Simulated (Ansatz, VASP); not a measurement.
**One calculation of Sr, two programs**

```
CELL_PARAMETERS angstrom
0.00000 3.04000 3.04000
3.04000 0.00000 3.04000
3.04000 3.04000 0.00000
ATOMIC_POSITIONS crystal
Sr 0.00000 0.00000 0.00000
```

Alike in both runs: task single point; functional PBEsol; k mesh 12 × 12 × 12; occupations gaussian, width 0.05 eV; no spin polarisation.

```csv
,VASP,Ansatz
version,VASP 6.6.1,Ansatz 0.2.0
potentials or method,"VASP PAW PBE potentials, release 64 (Sr_sv), cutoff 520 eV","scalar-relativistic, plane waves, PAW"
valence electrons in the cell,10,10
```

|  | VASP | Ansatz | Ansatz less VASP |
| --- | --- | --- | --- |
| pressure (GPa) | -0.9 | -0.9 | -0.01 |

VASP's potentials were made for PBE, not for PBEsol.
